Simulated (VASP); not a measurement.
A run of VASP 6.6.1 is set up as follows.

INCAR

```
PREC     = Accurate       # precision mode
ENCUT    = 520            # plane-wave cutoff, eV
EDIFF    = 1E-7           # SCF threshold, eV
ISMEAR   = -1             # smearing method
SIGMA    = 0.1            # smearing width, eV
LREAL    = F              # projectors in reciprocal space
LASPH    = T              # aspherical terms in the spheres
NELM     = 60             # most SCF steps
ALGO     = Normal         # electronic algorithm
ISIF     = 2              # what is computed and relaxed
LWAVE    = F              # write WAVECAR
LCHARG   = F              # write CHGCAR
GGA      = RE             # functional
NBANDS   = 19             # bands
```

The input KPOINTS:

```
Automatic mesh
0
Gamma
  10 10 10
```

Contents of POSCAR:

```
Zn
1.0
    0.0000000000      3.0044975820      3.0044975820
    3.0044975820      0.0000000000      3.0044975820
    3.0044975820      3.0044975820      0.0000000000
Zn
2
Direct
    0.1250000000      0.1250000000      0.1250000000
    0.8750000000      0.8750000000      0.8750000000
```

Potentials or basis: VASP PAW PBE potentials, release 64 (Zn).

Launch:

```sh
$ cat potpaw_PBE.64/Zn/POTCAR > POTCAR
$ mpirun -np 1 vasp_std > vasp.out
```

Predict the band gap on the k mesh.

zero (band 12 reaches 4.86 eV, above the bottom of band 13 at -0.37 eV).

Predict the pressure.

-0.6 GPa.

Caveat: the PAW data sets were made with another functional, which shifts forces and pressure a little.
